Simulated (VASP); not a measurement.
# Al3Ni2: single point with PBEsol

Al3Ni2:

```
Al Ni
1.0
     4.04399    0.00000    0.00000
    -2.02199    3.50220    0.00000
     0.00000    0.00000    4.90464
Al Ni
3 2
Direct
  0.00000 0.00000 0.00000
  0.33333 0.66667 0.64840
  0.66667 0.33333 0.35160
  0.33333 0.66667 0.14512
  0.66667 0.33333 0.85488
```

This cell differs from its parent crystal: volume scaled by 1.03, then relaxed in part.

| Property | Result |
| --- | --- |
| Program | VASP 6.6.1 |
| Task | single point |
| Functional | PBEsol |
| Potentials or basis | VASP PAW PBE potentials, release 64 (Al, Ni) |
| Cutoff | 520 eV |
| k mesh | 12 × 12 × 8 |
| Occupations | gaussian, width 0.1 eV |
| Spin | no spin polarisation |
| Dipole correction | no |
| Further INCAR settings | ALGO = Fast; EDIFF = 1e-06; NBANDS = 22 |

```yaml
Pressure: -3.9 GPa
Largest_force: 0.011 eV/Å
```

Forces on the atoms (eV/Å):
```
Al   0.000  0.000  0.000
Al   0.000  0.000  0.001
Al   0.000  0.000 -0.001
Ni   0.000  0.000  0.011
Ni   0.000  0.000 -0.011
```

Levels at points of the mesh, in eV from the Fermi level:
```csv
k point,band 12,band 13,band 14,band 15,band 16,band 17,band 18,band 19
"(0.00, 0.00, 0.00)",-1.61,-1.25,1.25,1.25,3.09,3.09,4.21,4.51
"(0.50, 0.00, 0.00)",-1.78,-1.51,-1.48,-1.21,1.31,1.97,2.16,4.68
"(0.00, 0.00, 0.50)",-1.72,2.69,2.69,2.84,2.84,3.28,4.11,4.24
"(0.50, 0.00, 0.50)",-1.70,-1.66,-1.03,-0.31,1.51,2.06,3.11,6.32
```

Run time: 3.1 min on 1 thread of Intel(R) Xeon(R) Platinum 8375C CPU @ 2.90GHz (Ice Lake), on a shared host, peak memory 0.29 GiB.

Caveat: the PAW data sets were made with another functional, which shifts forces and pressure a little. Spin polarisation is off, so any magnetic state and its effect on volume and gap are missing.
